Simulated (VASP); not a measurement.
Input of a VASP 6.6.1 run:

File POSCAR:

```
ZnS
1.0
    0.0000000000      2.6942019967      2.6942019967
    2.6942019967      0.0000000000      2.6942019967
    2.6942019967      2.6942019967      0.0000000000
Zn S
1 1
Direct
    0.0000000000      0.0000000000      0.0000000000
    0.7500000000      0.7500000000      0.7500000000
```

INCAR.step1

```
PREC = Accurate
ENCUT = 520
ISMEAR = 0
SIGMA = 0.02
LREAL = False
LASPH = True
NELM = 60
NBANDS = 16
GGA = PE
ALGO = Normal
EDIFF = 1E-4
LWAVE = True
LCHARG = False
```

Contents of INCAR.step2:

```
PREC = Accurate
ENCUT = 520
EDIFF = 1E-7
ISMEAR = 0
SIGMA = 0.02
LREAL = False
LASPH = True
NELM = 60
ALGO = Normal
ISIF = 2
LWAVE = False
LCHARG = False
METAGGA = R2SCAN
LMIXTAU = True
NBANDS = 16
ISTART = 1
```

File KPOINTS:

```
regular mesh
0
Gamma
  8 8 8
```

Potentials or basis: VASP PAW PBE potentials, release 64 (Zn, S).

Run with:

```sh
$ cat potpaw_PBE.64/Zn/POTCAR potpaw_PBE.64/S/POTCAR > POTCAR
$ cp INCAR.step1 INCAR
$ mpirun -np 1 vasp_std > vasp.out
$ cp INCAR.step2 INCAR
$ mpirun -np 1 vasp_std > vasp.out
```

Predict the band gap on the k mesh.

2.72 eV, direct.

What does it give for the pressure?

0.1 GPa.

Caveat: the PAW data sets were made with another functional, which shifts forces and pressure a little. r2SCAN opens gaps a little over a GGA but as a rule still falls short of measured ones.
